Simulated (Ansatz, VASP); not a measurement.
# Nb3Re in VASP and in Ansatz

```xyz
4
Lattice="4.1358 0.0000 0.0000 0.0000 4.1358 0.0000 0.0000 0.0000 4.1358" Properties=species:S:1:pos:R:3 pbc="T T T"
Nb    0.0000    2.0679    2.0679
Nb    2.0679    0.0000    2.0679
Nb    2.0679    2.0679    0.0000
Re    0.0000    0.0000    0.0000
```

Alike in both runs: functional PBE; k mesh 4 × 4 × 4; occupations gaussian, width 0.1 eV; no spin polarisation.

Ansatz relaxed the structure, and its values are those at the end. VASP's run is a single point on that final structure, the one shown.

|  | VASP | Ansatz |
| --- | --- | --- |
| version | VASP 6.6.1 | Ansatz 0.2.0 |
| potentials or method | VASP PAW PBE potentials, release 64 (Nb_sv, Re), cutoff 520 eV | scalar-relativistic, plane waves, PAW |
| valence electrons in the cell | 46 | 54 |

```csv
,VASP,Ansatz,Ansatz less VASP
gap on the k mesh at the Fermi level (eV),none,none,-
pressure (GPa),-0.4,0.1,+0.44
```

A gap of «none» marks a metal or a gap that the smearing closes. VASP's potentials hold 46 valence electrons a cell and Ansatz's 54, so a difference there can come from the potentials and not from the codes.

The k mesh is coarse, so the values compare programs but aren't converged. Spin-orbit coupling is off throughout.
